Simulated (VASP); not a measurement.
# MgH2 (Fm-3m) in VASP: settings compared, part 3 of 3

VASP 6.6.1. Earlier steps stand in the parts before.

## Step 6: Single point, PBEsol+D3(BJ)

This run uses another cell than the first one, of 8.53 Å³/atom, 0.948 times its volume.

INCAR

```
ALGO = Normal ; EDIFF = 1E-7
ENCUT = 520 ; GGA = PS
ISIF = 2 ; ISMEAR = -1
IVDW = 12 ; LASPH = T
LCHARG = F ; LREAL = F
LWAVE = F ; NBANDS = 9
NELM = 60 ; PREC = Accurate
SIGMA = 0.05
```

KPOINTS

```
k-points
0
Gamma
  10 10 10
```

POSCAR

```
MgH2
1.0
    0.0000000000      2.3390877281      2.3390877281
    2.3390877281      0.0000000000      2.3390877281
    2.3390877281      2.3390877281      0.0000000000
Mg H
1 2
Direct
    0.0000000000      0.0000000000      0.0000000000
    0.2500000000      0.2500000000      0.2500000000
    0.7500000000      0.7500000000      0.7500000000
```

Potentials or basis: VASP PAW PBE potentials, release 64 (Mg, H).

Launch:

```sh
$ cat potpaw_PBE.64/Mg/POTCAR potpaw_PBE.64/H/POTCAR > POTCAR
$ mpirun -np 1 vasp_std > vasp.out
```

OUTCAR:

```text
EDIFF = 1E-7
   ENCUT = 520
   GGA = PS
   ISIF = 2
   ISMEAR = -1
   IVDW = 12
   LASPH = T
   LREAL = F
   NELM = 60
   PREC = Accurate
 IVDW          = 12

 ion  position               nearest neighbor table
   1  0.000  0.000  0.000-   3 2.03   3 2.03   3 2.03   2 2.03   3 2.03   2 2.03   2 2.03   2 2.03

   2  0.250  0.250  0.250-   1 2.03   1 2.03   1 2.03   1 2.03
   3  0.750  0.750  0.750-   1 2.03   1 2.03   1 2.03   1 2.03

  LATTYP: Found a face centered cubic cell.
 ALAT       =     4.6781754562

  Lattice vectors:

 A1 = (   0.0000000000,   2.3390877281,   2.3390877281)
 A2 = (   2.3390877281,   0.0000000000,   2.3390877281)
 A3 = (   2.3390877281,   2.3390877281,   0.0000000000)

Analysis of symmetry for initial positions (statically):
=====================================================================
 Subroutine PRICEL returns:
 Original cell was already a primitive cell.

 Routine SETGRP: Setting up the symmetry group for a
 face centered cubic supercell.

 Subroutine GETGRP returns: Found 48 space group operations
 (whereof 48 operations were pure point group operations)
 out of a pool of 48 trial point group operations.

The static configuration has the point symmetry O_h .

Analysis of symmetry for dynamics (positions and initial velocities):
=====================================================================
 Subroutine PRICEL returns:
 Original cell was already a primitive cell.

 Routine SETGRP: Setting up the symmetry group for a
 face centered cubic supercell.

 Subroutine GETGRP returns: Found 48 space group operations
 (whereof 48 operations were pure point group operations)
 out of a pool of 48 trial point group operations.

The dynamic configuration has the point symmetry O_h .

 Subroutine INISYM returns: Found 48 space group operations
 (whereof 48 operations are pure point group operations),
 and found     1 'primitive' translations

----------------------------------------------------------------------------------------

                                     Primitive cell

  volume of cell :      25.5958

  direct lattice vectors                    reciprocal lattice vectors
     0.000000000  2.339087728  2.339087728    -0.213758550  0.213758550  0.213758550
     2.339087728  0.000000000  2.339087728     0.213758550 -0.213758550  0.213758550
     2.339087728  2.339087728  0.000000000     0.213758550  0.213758550 -0.213758550

  length of vectors
     3.307969589  3.307969589  3.307969589     0.370240668  0.370240668  0.370240668

  position of ions in fractional coordinates (direct lattice)
     0.000000000  0.000000000  0.000000000
     0.250000000  0.250000000  0.250000000
     0.750000000  0.750000000  0.750000000

  ion indices of the primitive-cell ions
   primitive index   ion index
                 1           1
                 2           2
                 3           3

----------------------------------------------------------------------------------------

 KPOINTS: k-points

[... 25 lines left out ...]
  0.100000  0.000000  0.000000      8.000000
  0.200000  0.000000  0.000000      8.000000
  0.300000  0.000000  0.000000      8.000000
  0.400000  0.000000  0.000000      8.000000
  0.500000  0.000000  0.000000      4.000000
[... 16 lines left out ...]
  0.300000  0.300000  0.000000      6.000000
  0.400000  0.300000  0.000000     24.000000
 [... further k-points ...]
   k-points           NKPTS =     47   k-points in BZ     NKDIM =     47   number of bands    NBANDS=      9
   number of dos      NEDOS =    301   number of ions     NIONS =      3
   total plane-waves  NPLWV =  21952
   dimension x,y,z NGX =    28 NGY =   28 NGZ =   28
   dimension x,y,z NGXF=    56 NGYF=   56 NGZF=   56
   ions per type =               1   2
   NGX,Y,Z   is equivalent  to a cutoff of  14.07, 14.07, 14.07 a.u.
   NGXF,Y,Z  is equivalent  to a cutoff of  28.14, 28.14, 28.14 a.u.
 SYSTEM =  unknown system
   PREC   = accura    normal or accurate (medium, high low for compatibility)
   ISTART =      0    job   : 0-new  1-cont  2-samecut
   ICHARG =      2    charge: 1-file 2-atom 10-const
   ISPIN  =      1    spin polarized calculation?
   LNONCOLLINEAR =      F non collinear calculations
   LSORBIT =      F    spin-orbit coupling
   LASPH  =      T    aspherical Exc in radial PAW
   ENCUT  =  520.0 eV  38.22 Ry    6.18 a.u.   6.15  6.15  6.15*2*pi/ulx,y,z
   NELM   =     60;   NELMIN=  2; NELMDL= -5     # of ELM steps
   EDIFF  = 0.1E-06   stopping-criterion for ELM
   LREAL  =      F    real-space projection
   EDIFFG = 0.1E-05   stopping-criterion for IOM
   NSW    =      0    number of steps for IOM
   IBRION =     -1    ionic relax: 0-MD 1-quasi-New 2-CG
   NFREE  =      0    steps in history (QN), initial steepest desc. (CG)
   ISIF   =      2    stress and relaxation
   ISYM   =      2    0-nonsym 1-usesym 2-fastsym
   POTIM  = 0.5000    time-step for ionic-motion
   TEBEG  =    0.0;   TEEND  =   0.0 temperature during run
   PSTRESS=    0.0 pullay stress
   NELECT =       4.0000    total number of electrons
   NUPDOWN=      -1.0000    fix difference up-down
   EMIN   =  10.00;   EMAX   =-10.00  energy-range for DOS
   EFERMI =   0.00;   METHOD = LEGACY
   ISMEAR =    -1;   SIGMA  =   0.05  broadening in eV -4-tet -1-fermi 0-gaus
   EFERMI_NEDOS =   21; number of points for ismear=-14 and -15
   IALGO  =     38    algorithm
   IMIX   =      4    mixing-type and parameters
     AMIX     =   0.40;   BMIX     =  1.00
     AMIX_MAG =   1.60;   BMIX_MAG =  1.00
  volume/ion in A,a.u.               =       8.53        57.58
  Fermi-wavevector in a.u.,A,eV,Ry     =   0.881803  1.666366 10.579575  0.777577
  Thomas-Fermi vector in A             =   2.002349
   LORBIT       =      0    0 simple, 1 ext, 2 COOP (PROOUT), +10 PAW based schemes
   GGA     = PS    functional components
   LHFCALC =     F    Hartree Fock is set to
   AEXX    =    0.0000 exact exchange contribution
   IVDW    =    12    specifies the selected vdW correction
   LEPSILON=     F    determine dielectric tensor
   LRPA    =     F    only Hartree local field effects (RPA)
 non-spin polarized calculation
  energy-cutoff  :      520.00
  volume of cell :       25.60
 maximum number of plane-waves:       701
 NGX is ok and might be reduce to    28
   NGX = 13   NGY = 13   NGZ = 13

 number of electron       3.9999999 magnetization

 Free energy of the ion-electron system (eV)
  ---------------------------------------------------
  ext. energy  EPLUGINS =         0.00000000
  ---------------------------------------------------
  free energy    TOTEN  =        -8.59495248 eV

  energy without entropy =       -8.59187269  energy(sigma->0) =       -8.59341258

 E-fermi :   3.1490     XC(G=0):  -9.2966

 val. band max:        2.9903018127   @ k =   0.2000   0.1000   0.0000
 cond. band min:       3.1733169669   @ k =   0.5000   0.4000   0.0000
 fundamental gap:      0.1830151542
 Fermi energy:         3.1490429399

 k-point     1 :       0.0000    0.0000    0.0000
  band No.  band energies     occupation
      1      -7.1308      2.00000
      2       4.3951      0.00000
      3      12.6395      0.00000
      4      12.6395      0.00000
      5      12.6395      0.00000
      6      15.4631      0.00000
      7      15.4631      0.00000
      8      15.4631      0.00000
      9      16.3029      0.00000
[... 265 lines left out ...]
 k-point    24 :       0.4000    0.3000    0.0000
  band No.  band energies     occupation
      1      -4.1144      2.00000
      2       1.0433      2.00000
      3       5.4604      0.00000
      4       8.2267      0.00000
      5       8.5903      0.00000
      6      12.8389      0.00000
      7      18.8269      0.00000
      8      20.6040      0.00000
      9      21.2122      0.00000

 [... further k-points ...]

------------------------ aborting loop because EDIFF is reached ----------------------------------------

 Edisp (eV)   -0.39143

 E8    (eV) :    -0.2314

  FORCE on cell =-STRESS in cart. coord.  units (eV):
  Direction    XX          YY          ZZ          XY          YZ          ZX
  --------------------------------------------------------------------------------------
  -------------------------------------------------------------------------------------
  Total      -0.13173    -0.13173    -0.13173     0.00000     0.00000    -0.00000
  in kB      -8.24537    -8.24537    -8.24537     0.00000     0.00000    -0.00000
  external pressure =       -8.25 kB  Pullay stress =        0.00 kB

 VOLUME and BASIS-vectors are now :
 -----------------------------------------------------------------------------
  energy-cutoff  :      520.00
  volume of cell :       25.60
      direct lattice vectors                 reciprocal lattice vectors
     0.000000000  2.339087728  2.339087728    -0.213758550  0.213758550  0.213758550
     2.339087728  0.000000000  2.339087728     0.213758550 -0.213758550  0.213758550
     2.339087728  2.339087728  0.000000000     0.213758550  0.213758550 -0.213758550

 POSITION                                       TOTAL-FORCE (eV/Angst)
 -----------------------------------------------------------------------------------
      0.00000      0.00000      0.00000         0.000000     -0.000000     -0.000000
      1.16954      1.16954      1.16954        -0.000000     -0.000000     -0.000000
      3.50863      3.50863      3.50863         0.000000      0.000000      0.000000
 -----------------------------------------------------------------------------------
    total drift:                                0.000000      0.000000      0.000000

  FREE ENERGIE OF THE ION-ELECTRON SYSTEM (eV)
  ---------------------------------------------------
  free  energy   TOTEN  =        -8.9863783102 eV

  energy  without entropy=       -8.9832985211  energy(sigma->0) =       -8.98483842
```

OSZICAR:

```text
N       E                     dE             d eps       ncg     rms          rms(c)
DAV:   1    -0.434182603975E+01   -0.43418E+01   -0.17239E+03   902   0.332E+02
DAV:   2    -0.910930129908E+01   -0.47675E+01   -0.44162E+01  1165   0.398E+01
DAV:   3    -0.920680138357E+01   -0.97500E-01   -0.97414E-01  1075   0.525E+00
DAV:   4    -0.920694460926E+01   -0.14323E-03   -0.14322E-03  1185   0.187E-01
DAV:   5    -0.920694496312E+01   -0.35386E-06   -0.35393E-06  1021   0.739E-03    0.442E+00
DAV:   6    -0.875023546717E+01    0.45671E+00   -0.31639E-01   887   0.213E+00    0.219E+00
DAV:   7    -0.859368321217E+01    0.15655E+00   -0.37040E-01   909   0.251E+00    0.346E-01
DAV:   8    -0.859501579343E+01   -0.13326E-02   -0.41623E-03   947   0.365E-01    0.508E-02
DAV:   9    -0.859494941250E+01    0.66381E-04   -0.16981E-04   996   0.564E-02    0.109E-02
DAV:  10    -0.859495240047E+01   -0.29880E-05   -0.59570E-06  1073   0.144E-02    0.613E-03
DAV:  11    -0.859495247873E+01   -0.78254E-07   -0.60793E-07  1047   0.283E-03
   1 F= -.89863783E+01 E0= -.89848384E+01  d E =-.307979E-02
```

It took 5.6 s on 1 thread of Intel Xeon 6975P-C (Granite Rapids), shared host; peak memory 0.17 GiB.

What came out:

```yaml
Free_energy: -8.9864 eV
Pressure: -0.8 GPa
Band_gap_on_the_k_mesh: zero (band 2 reaches 4.40 eV, above the bottom of band 3 at 2.67 eV)
Dispersion_energy_per_atom: -0.130 eV
```

Caveat: three body term missing; the PAW data sets were made with another functional, which shifts forces and pressure a little; pairwise dispersion overbinds metals, which lowers pressure and volume.

## Step 7: The runs side by side

| level | cell | k mesh | smearing | gap on the mesh (eV) | pressure (GPa) |
| --- | --- | --- | --- | --- | --- |
| r2SCAN | a = 3.367 Å, angles 60.0°, 3 atoms | 8 × 8 × 8 | fermi-dirac 0.05 eV | none | -1.9 |
| PBE | a = 3.367 Å, angles 60.0°, 3 atoms | 10 × 10 × 10 | gaussian 0.05 eV | none | -0.5 |
| PBEsol | a = 3.343 Å, angles 60.0°, 3 atoms | 10 × 10 × 10 | fermi-dirac 0.05 eV | none | -0.3 |
| PBEsol+D3(BJ) | a = 3.300 Å, angles 60.0°, 3 atoms | 10 × 10 × 10 | fermi-dirac 0.05 eV | none | -0.3 |
| PBEsol+D3(BJ) | a = 3.308 Å, angles 60.0°, 3 atoms | 10 × 10 × 10 | fermi-dirac 0.05 eV | none | -0.8 |

Alike in all rows: task single point; potentials or basis VASP PAW PBE potentials, release 64 (Mg, H); no spin polarisation; cutoff (eV) 520.

Caveats: the PAW data sets were made with another functional, which shifts forces and pressure a little (some runs); pairwise dispersion overbinds metals, which lowers pressure and volume (some runs); three body term missing (some runs).

Total energies depend on the potentials used, so only differences within one code and one set of settings carry meaning.
